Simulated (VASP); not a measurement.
# Ca in VASP: notebook

The runs below take Ca through single point, with r2SCAN.

Everything below comes from runs of VASP 6.6.1. Logs are shortened: lines on timing, memory, paths and dates and some standing lists are left out, and cuts for length are marked.

### 1 The cell of the first run

Symmetry: Fm-3m, No. 225, cubic system. Conventional cell: a = 5.421 Å, b = 5.421 Å, c = 5.421 Å, α = 90.00°, β = 90.00°, γ = 90.00°. Ca (site symmetry m-3m) has 12 Ca at 3.83 Å within 5.0 Å.

### 2 Single point, r2SCAN (strain -0.030 along x and y, -0.030 along z)

Contents of POSCAR:

```
Ca
1.0
    0.0000000000      2.7103740000      2.7103740000
    2.7103740000      0.0000000000      2.7103740000
    2.7103740000      2.7103740000      0.0000000000
Ca
1
Direct
    0.0000000000      0.0000000000      0.0000000000
```

Contents of INCAR.step1:

```
PREC = Accurate ; ENCUT = 520
ISMEAR = 0 ; SIGMA = 0.15
LREAL = F ; LASPH = T
NELM = 60 ; NBANDS = 11
GGA = PE ; ALGO = Normal
EDIFF = 1E-4 ; LWAVE = T
LCHARG = F
```

Contents of INCAR.step2:

```
PREC = Accurate ; ENCUT = 520
EDIFF = 1E-7 ; ISMEAR = 0
SIGMA = 0.15 ; LREAL = F
LASPH = T ; NELM = 60
ALGO = Normal ; ISIF = 2
LWAVE = F ; LCHARG = T
METAGGA = R2SCAN ; LMIXTAU = T
LELF = T ; LVHAR = T
NBANDS = 11 ; ISTART = 1
```

Contents of KPOINTS:

```
regular mesh
0
Gamma
  14 14 14
```

Potentials or basis: VASP PAW PBE potentials, release 64 (Ca_sv).

Launch:

```console
> cat potpaw_PBE.64/Ca_sv/POTCAR > POTCAR
> cp INCAR.step1 INCAR
> mpirun -np 1 vasp_std > vasp.out
> cp INCAR.step2 INCAR
> mpirun -np 1 vasp_std > vasp.out
```

OUTCAR:

```text
PREC = Accurate
   ENCUT = 520
   EDIFF = 1E-7
   ISMEAR = 0
   LREAL = F
   LASPH = T
   NELM = 60
   ISIF = 2
   METAGGA = R2SCAN
   ISTART = 1

 ion  position               nearest neighbor table
   1  0.000  0.000  0.000-

  LATTYP: Found a face centered cubic cell.
 ALAT       =     5.4207480000

  Lattice vectors:

 A1 = (   0.0000000000,   2.7103740000,   2.7103740000)
 A2 = (   2.7103740000,   0.0000000000,   2.7103740000)
 A3 = (   2.7103740000,   2.7103740000,   0.0000000000)

Analysis of symmetry for initial positions (statically):
=====================================================================
 Subroutine PRICEL returns:
 Original cell was already a primitive cell.

 Routine SETGRP: Setting up the symmetry group for a
 face centered cubic supercell.

 Subroutine GETGRP returns: Found 48 space group operations
 (whereof 48 operations were pure point group operations)
 out of a pool of 48 trial point group operations.

The static configuration has the point symmetry O_h .

Analysis of symmetry for dynamics (positions and initial velocities):
=====================================================================
 Subroutine PRICEL returns:
 Original cell was already a primitive cell.

 Routine SETGRP: Setting up the symmetry group for a
 face centered cubic supercell.

 Subroutine GETGRP returns: Found 48 space group operations
 (whereof 48 operations were pure point group operations)
 out of a pool of 48 trial point group operations.

The dynamic configuration has the point symmetry O_h .

 Subroutine INISYM returns: Found 48 space group operations
 (whereof 48 operations are pure point group operations),
 and found     1 'primitive' translations

----------------------------------------------------------------------------------------

                                     Primitive cell

  volume of cell :      39.8215

  direct lattice vectors                    reciprocal lattice vectors
     0.000000000  2.710374000  2.710374000    -0.184476386  0.184476386  0.184476386
     2.710374000  0.000000000  2.710374000     0.184476386 -0.184476386  0.184476386
     2.710374000  2.710374000  0.000000000     0.184476386  0.184476386 -0.184476386

  length of vectors
     3.833047670  3.833047670  3.833047670     0.319522473  0.319522473  0.319522473

  position of ions in fractional coordinates (direct lattice)
     0.000000000  0.000000000  0.000000000
[... 75 lines left out ...]
   NELM   =     60;   NELMIN=  2; NELMDL=  0     # of ELM steps
   EDIFF  = 0.1E-06   stopping-criterion for ELM
   LREAL  =      F    real-space projection
   EDIFFG = 0.1E-05   stopping-criterion for IOM
   NSW    =      0    number of steps for IOM
   IBRION =     -1    ionic relax: 0-MD 1-quasi-New 2-CG
   NFREE  =      0    steps in history (QN), initial steepest desc. (CG)
   ISIF   =      2    stress and relaxation
   ISYM   =      2    0-nonsym 1-usesym 2-fastsym
   POTIM  = 0.5000    time-step for ionic-motion
   TEBEG  =    0.0;   TEEND  =   0.0 temperature during run
   PSTRESS=    0.0 pullay stress
   NELECT =      10.0000    total number of electrons
   NUPDOWN=      -1.0000    fix difference up-down
   EMIN   =  10.00;   EMAX   =-10.00  energy-range for DOS
   EFERMI =   0.00;   METHOD = LEGACY
   ISMEAR =     0;   SIGMA  =   0.15  broadening in eV -4-tet -1-fermi 0-gaus
   EFERMI_NEDOS =   21; number of points for ismear=-14 and -15
   IALGO  =     38    algorithm
   IMIX   =      4    mixing-type and parameters
     AMIX     =   0.40;   BMIX     =  1.00
     AMIX_MAG =   1.60;   BMIX_MAG =  1.00
  volume/ion in A,a.u.               =      39.82       268.73
  Fermi-wavevector in a.u.,A,eV,Ry     =   1.032846  1.951796 14.514301  1.066771
  Thomas-Fermi vector in A             =   2.167064
   LORBIT       =      0    0 simple, 1 ext, 2 COOP (PROOUT), +10 PAW based schemes
   METAGGA = R2SCAN    functional components
   LHFCALC =     F    Hartree Fock is set to
   AEXX    =    0.0000 exact exchange contribution
   IVDW    =     0    specifies the selected vdW correction
   LEPSILON=     F    determine dielectric tensor
   LRPA    =     F    only Hartree local field effects (RPA)
 non-spin polarized calculation
 Gauss-broadening in eV      SIGMA  =   0.15
  energy-cutoff  :      520.00
  volume of cell :       39.82
 maximum number of plane-waves:      1090
 NGX is ok and might be reduce to    30
   NGX = 15   NGY = 15   NGZ = 15

 number of electron      10.0000001 magnetization

 Free energy of the ion-electron system (eV)
  ---------------------------------------------------
  ext. energy  EPLUGINS =         0.00000000
  ---------------------------------------------------
  free energy    TOTEN  =        -7.02039652 eV

  energy without entropy =       -7.00700999  energy(sigma->0) =       -7.01370325

 E-fermi :   2.2286     XC(G=0):  -8.4127

 val. band max:        2.2035444840   @ k =  -0.3571   0.4286   0.0714
 cond. band min:       2.2480330778   @ k =  -0.3571   0.3571   0.0000
 fundamental gap:      0.0444885938
 Fermi energy:         2.2286064979

 k-point     1 :       0.0000    0.0000    0.0000
  band No.  band energies     occupation
      1     -41.4023      2.00000
      2     -21.4222      2.00000
      3     -21.4222      2.00000
      4     -21.4221      2.00000
      5      -2.1577      2.00000
      6       5.0229      0.00000
      7       5.0229      0.00000
      8       5.0229      0.00000
      9       6.2267      0.00000
     10       6.2267      0.00000
     11      12.0839      0.00000
[... 309 lines left out ...]
 k-point    24 :       0.2857    0.1429    0.0000
  band No.  band energies     occupation
      1     -41.3910      2.00000
      2     -21.5125      2.00000
      3     -21.4466      2.00000
      4     -21.4447      2.00000
      5      -0.8148      2.00000
      6       3.8695      0.00000
      7       4.9435      0.00000
      8       5.3602      0.00000
      9       5.8484      0.00000
     10       6.5611      0.00000
     11      10.9362      0.00000

 [... further k-points ...]
[... 5 lines left out ...]
  --------------------------------------------------------------------------------------
  -------------------------------------------------------------------------------------
  Total        0.4229530      0.4229530      0.4229530     -0.0000000      0.0000000      0.0000000
  in kB       17.0170801     17.0170801     17.0170801     -0.0000000      0.0000000      0.0000000
  external PRESSURE =      17.0170801 kB  Pullay stress =       0.0000000 kB

 VOLUME and BASIS-vectors are now :
 -----------------------------------------------------------------------------
  energy-cutoff  :      520.00
  volume of cell :       39.82
      direct lattice vectors                 reciprocal lattice vectors
     0.000000000  2.710374000  2.710374000    -0.184476386  0.184476386  0.184476386
     2.710374000  0.000000000  2.710374000     0.184476386 -0.184476386  0.184476386
     2.710374000  2.710374000  0.000000000     0.184476386  0.184476386 -0.184476386

 POSITION                                       TOTAL-FORCE (eV/Angst)
 -----------------------------------------------------------------------------------
      0.00000      0.00000      0.00000         0.000000      0.000000      0.000000
 -----------------------------------------------------------------------------------
    total drift:                               -0.000000     -0.000000      0.000000

  FREE ENERGIE OF THE ION-ELECTRON SYSTEM (eV)
  ---------------------------------------------------
  free  energy   TOTEN  =        -7.0203965205 eV

  energy  without entropy=       -7.0070099860  energy(sigma->0) =       -7.01370325
```

OUTCAR.step1:

```text
PREC = Accurate
   ENCUT = 520
   ISMEAR = 0
   LREAL = F
   LASPH = T
[... 552 lines left out ...]

 POSITION                                       TOTAL-FORCE (eV/Angst)
 -----------------------------------------------------------------------------------
      0.00000      0.00000      0.00000         0.000000      0.000000      0.000000
 -----------------------------------------------------------------------------------
    total drift:                               -0.000000     -0.000000      0.000000

  FREE ENERGIE OF THE ION-ELECTRON SYSTEM (eV)
  ---------------------------------------------------
  free  energy   TOTEN  =        -1.9290916750 eV

  energy  without entropy=       -1.9144788858  energy(sigma->0) =       -1.92178528
```

OSZICAR.step1:

```text
N       E                     dE             d eps       ncg     rms          rms(c)
DAV:   1     0.662511377290E+02    0.66251E+02   -0.50347E+03  2288   0.827E+02
DAV:   2    -0.377302354042E+00   -0.66628E+02   -0.66023E+02  2528   0.209E+02
DAV:   3    -0.187051071112E+01   -0.14932E+01   -0.14773E+01  3269   0.304E+01
DAV:   4    -0.194170339009E+01   -0.71193E-01   -0.71022E-01  3044   0.533E+00
DAV:   5    -0.194340373100E+01   -0.17003E-02   -0.17001E-02  3105   0.639E-01    0.216E+00
DAV:   6    -0.193288196770E+01    0.10522E-01   -0.11584E-02  2872   0.117E+00    0.132E+00
DAV:   7    -0.192952469605E+01    0.33573E-02   -0.16825E-02  2673   0.151E+00    0.104E-01
DAV:   8    -0.192908156657E+01    0.44313E-03   -0.19926E-03  2702   0.424E-01    0.226E-02
DAV:   9    -0.192909167501E+01   -0.10108E-04   -0.77460E-05  2290   0.793E-02
   1 F= -.19290917E+01 E0= -.19217853E+01  d E =-.146128E-01
```

Run time: 3.7 min. Hardware: 1 thread of Intel Xeon Platinum 8259CL at 2.50GHz (Skylake/Cascade Lake), shared host; peak memory 0.19 GiB.

What came out:

| Item | Value |
| --- | --- |
| Free energy | -7.0204 eV |
| Pressure | 1.7 GPa |
| Band gap on the k mesh | zero (bands 5 and 6 overlap by 0.40 eV) |

Levels at points of the mesh, in eV from the Fermi level:
| k point | band 1 | band 2 | band 3 | band 4 | band 5 | band 6 | band 7 | band 8 | band 9 | band 10 |
| --- | --- | --- | --- | --- | --- | --- | --- | --- | --- | --- |
| (0.00, 0.00, 0.00) | -43.63 | -23.65 | -23.65 | -23.65 | -4.39 | 2.79 | 2.79 | 2.79 | 4.00 | 4.00 |
| (0.50, 0.00, 0.00) | -43.61 | -23.83 | -23.68 | -23.67 | -0.97 | -0.23 | 2.63 | 2.63 | 4.77 | 4.77 |
| (0.50, 0.50, 0.00) | -43.61 | -23.82 | -23.72 | -23.72 | -0.47 | 0.72 | 1.07 | 4.76 | 4.98 | 4.98 |

Caveat: the cell differs from its parent crystal (strain -0.030 along x and y, -0.030 along z); the PAW data sets were made with another functional, which shifts forces and pressure a little.

### 3 Single point, r2SCAN (strain -0.030 along x and y, +0.000 along z)

Contents of POSCAR:

```
Ca
1.0
    0.0000000000      2.7103740000      2.7942000000
    2.7103740000      0.0000000000      2.7942000000
    2.7103740000      2.7103740000      0.0000000000
Ca
1
Direct
    0.0000000000      0.0000000000      0.0000000000
```

Contents of INCAR.step1:

```
PREC     = Accurate       # precision mode
ENCUT    = 520            # plane-wave cutoff, eV
ISMEAR   = 0              # smearing method
SIGMA    = 0.15           # smearing width, eV
LREAL    = F              # projectors in reciprocal space
LASPH    = T              # aspherical terms in the spheres
NELM     = 100            # most SCF steps
NBANDS   = 11             # bands
GGA      = PE             # functional
ALGO     = Normal         # electronic algorithm
EDIFF    = 1E-4           # SCF threshold, eV
LWAVE    = T              # write WAVECAR
LCHARG   = F              # write CHGCAR
```

Contents of INCAR.step2:

```
PREC     = Accurate       # precision mode
ENCUT    = 520            # plane-wave cutoff, eV
EDIFF    = 1E-7           # SCF threshold, eV
ISMEAR   = 0              # smearing method
SIGMA    = 0.15           # smearing width, eV
LREAL    = F              # projectors in reciprocal space
LASPH    = T              # aspherical terms in the spheres
NELM     = 100            # most SCF steps
ALGO     = Normal         # electronic algorithm
ISIF     = 2              # what is computed and relaxed
LWAVE    = F              # write WAVECAR
LCHARG   = F              # write CHGCAR
METAGGA  = R2SCAN         # meta-GGA
LMIXTAU  = T            
NBANDS   = 11             # bands
ISTART   = 1
```

KPOINTS is that of step 2.

Potentials or basis: VASP PAW PBE potentials, release 64 (Ca_sv).

Launch:

```console
> cat potpaw_PBE.64/Ca_sv/POTCAR > POTCAR
> cp INCAR.step1 INCAR
> mpirun -np 1 vasp_std > vasp.out
> cp INCAR.step2 INCAR
> mpirun -np 1 vasp_std > vasp.out
```

Run time: 7.8 min. Hardware: 1 thread of Intel Xeon Platinum 8259CL at 2.50GHz (Skylake/Cascade Lake), shared host; peak memory 0.25 GiB.

It converged, with:

```
Free energy            : -7.0306 eV
Pressure               : 1.0 GPa
Band gap on the k mesh : zero (bands 5 and 6 overlap by 0.47 eV)
```

Stress tensor (GPa, compression positive):
```
1.12 0.00 0.00
0.00 1.12 0.00
0.00 0.00 0.84
```

Levels at points of the mesh, in eV from the Fermi level:
| k point | band 2 | band 3 | band 4 | band 5 | band 6 | band 7 | band 8 | band 9 |
| --- | --- | --- | --- | --- | --- | --- | --- | --- |
| (0.00, 0.00, 0.00) | -23.73 | -23.73 | -23.73 | -4.33 | 2.66 | 2.80 | 2.80 | 3.81 |
| (0.50, 0.00, 0.00) | -23.89 | -23.76 | -23.75 | -0.95 | -0.25 | 2.51 | 2.69 | 4.62 |
| (0.50, 0.50, 0.00) | -23.88 | -23.78 | -23.78 | -0.49 | 0.78 | 0.80 | 4.65 | 4.86 |
| (0.50, 0.00, 0.50) | -23.88 | -23.80 | -23.79 | -0.41 | 0.72 | 1.11 | 4.63 | 4.80 |

Caveat: the cell differs from its parent crystal (strain -0.030 along x and y, +0.000 along z); the PAW data sets were made with another functional, which shifts forces and pressure a little.

### 4 Single point, r2SCAN (strain -0.030 along x and y, +0.030 along z)

Contents of POSCAR:

```
Ca
1.0
    0.0000000000      2.7103740000      2.8780260000
    2.7103740000      0.0000000000      2.8780260000
    2.7103740000      2.7103740000      0.0000000000
Ca
1
Direct
    0.0000000000      0.0000000000      0.0000000000
```

Contents of INCAR.step1:

```
SYSTEM = Ca
PREC = Accurate
ENCUT = 520
ISMEAR = 0
SIGMA = 0.15
LREAL = .False.
LASPH = .True.
NELM = 100
NBANDS = 11
GGA = PE
ALGO = Normal
EDIFF = 1E-4
LWAVE = .True.
LCHARG = .False.
```

Contents of INCAR.step2:

```
SYSTEM = Ca
PREC = Accurate
ENCUT = 520
EDIFF = 1E-6
ISMEAR = 0
SIGMA = 0.15
LREAL = .False.
LASPH = .True.
NELM = 100
ALGO = Normal
ISIF = 2
LWAVE = .False.
LCHARG = .True.
METAGGA = R2SCAN
LMIXTAU = .True.
LELF = .True.
LVHAR = .True.
NBANDS = 11
ISTART = 1
```

Contents of KPOINTS:

```
Automatic mesh
0
Gamma
  14 14 14
  0 0 0
```

Launch:

```console
> cat potpaw_PBE.64/Ca_sv/POTCAR > POTCAR
> cp INCAR.step1 INCAR
> mpirun -np 1 vasp_std > vasp.out
> cp INCAR.step2 INCAR
> mpirun -np 1 vasp_std > vasp.out
```

Run time: 6.9 min. Hardware: 1 thread of Intel Xeon Platinum 8259CL at 2.50GHz (Skylake/Cascade Lake), shared host; peak memory 0.25 GiB.

It converged, with:

```yaml
Free_energy: -7.0343 eV
Pressure: 0.4 GPa
Band_gap_on_the_k_mesh: zero (bands 5 and 6 overlap by 0.52 eV)
```

Stress tensor (GPa, compression positive):
```
0.63 0.00 0.00
0.00 0.63 0.00
0.00 0.00 0.01
```

Levels at points of the mesh, in eV from the Fermi level:
```
           k point  band 1  band 2  band 3  band 4  band 5  band 6  band 7  band 8  band 9  band 10
(0.00, 0.00, 0.00)  -43.78  -23.81  -23.81  -23.81   -4.28    2.52    2.81    2.81    3.62     4.01
(0.50, 0.00, 0.00)  -43.77  -23.96  -23.84  -23.82   -0.94   -0.28    2.39    2.74    4.49     4.61
(0.50, 0.50, 0.00)  -43.77  -23.95  -23.85  -23.85   -0.53    0.53    0.86    4.56    4.73     4.73
(0.50, 0.00, 0.50)  -43.76  -23.95  -23.88  -23.86   -0.35    0.72    1.16    4.50    4.62     4.86
```

Caveat: the cell differs from its parent crystal (strain -0.030 along x and y, +0.030 along z); the PAW data sets were made with another functional, which shifts forces and pressure a little.

### 5 Single point, r2SCAN (strain +0.000 along x and y, -0.030 along z)

Contents of POSCAR:

```
Ca
1.0
    0.0000000000      2.7942000000      2.7103740000
    2.7942000000      0.0000000000      2.7103740000
    2.7942000000      2.7942000000      0.0000000000
Ca
1
Direct
    0.0000000000      0.0000000000      0.0000000000
```

Contents of INCAR.step1:

```
SYSTEM = Ca
ALGO = Normal
EDIFF = 1E-4
ENCUT = 520
GGA = PE
ISMEAR = 0
LASPH = .TRUE.
LCHARG = .FALSE.
LREAL = .FALSE.
LWAVE = .TRUE.
NBANDS = 11
NELM = 60
PREC = Accurate
SIGMA = 0.15
```

Contents of INCAR.step2:

```
SYSTEM = Ca
ALGO = Normal
EDIFF = 1E-6
ENCUT = 520
ISIF = 2
ISMEAR = 0
ISTART = 1
LASPH = .TRUE.
LCHARG = .FALSE.
LMIXTAU = .TRUE.
LREAL = .FALSE.
LWAVE = .FALSE.
METAGGA = R2SCAN
NBANDS = 11
NELM = 60
PREC = Accurate
SIGMA = 0.15
```

Contents of KPOINTS:

```
k-points
0
G
  14 14 14
  0 0 0
```

Launch:

```console
> cat potpaw_PBE.64/Ca_sv/POTCAR > POTCAR
> cp INCAR.step1 INCAR
> mpirun -np 1 vasp_std > vasp.out
> cp INCAR.step2 INCAR
> mpirun -np 1 vasp_std > vasp.out
```

It took 7.7 min on 1 thread of Intel Xeon Platinum 8259CL at 2.50GHz (Skylake/Cascade Lake), shared host; peak memory 0.25 GiB.

Results (log left out):

* Free energy: -7.0369 eV
* Pressure: 0.4 GPa
* Band gap on the k mesh: zero (bands 5 and 6 overlap by 0.50 eV)

Stress tensor (GPa, compression positive):
```
0.34 0.00 0.00
0.00 0.34 0.00
0.00 0.00 0.54
```

Levels at points of the mesh, in eV from the Fermi level:
```tsv
k point	band 2	band 3	band 4	band 5	band 6	band 7	band 8	band 9
(0.00, 0.00, 0.00)	-23.81	-23.81	-23.81	-4.28	2.66	2.66	2.80	3.74
(0.50, 0.00, 0.00)	-23.96	-23.83	-23.83	-0.94	-0.28	2.47	2.65	4.51
(0.50, 0.50, 0.00)	-23.95	-23.87	-23.87	-0.34	0.70	1.16	4.53	4.75
(0.50, 0.00, 0.50)	-23.95	-23.86	-23.86	-0.43	0.79	0.83	4.53	4.68
```

Caveat: the cell differs from its parent crystal (strain +0.000 along x and y, -0.030 along z); the PAW data sets were made with another functional, which shifts forces and pressure a little.

### 6 Summary

| cell | gap on the mesh (eV) | pressure (GPa) |
| --- | --- | --- |
| a = 3.833 Å, angles 60.0°, 1 atom | none | 1.7 |
| a = 3.893, b = 3.893, c = 3.833 Å, angles 60.5, 60.5, 59.0°, 1 atom | none | 1.0 |
| a = 3.953, b = 3.953, c = 3.833 Å, angles 61.0, 61.0, 58.0°, 1 atom | none | 0.4 |
| a = 3.893, b = 3.893, c = 3.952 Å, angles 59.5, 59.5, 61.0°, 1 atom | none | 0.4 |

Alike in all rows: task single point; level r2SCAN; potentials or basis VASP PAW PBE potentials, release 64 (Ca_sv); no spin polarisation; k mesh 14 × 14 × 14; cutoff (eV) 520; smearing gaussian 0.15 eV.

Caveats: the PAW data sets were made with another functional, which shifts forces and pressure a little.

Absolute energies hang on the potentials; compare differences alone.
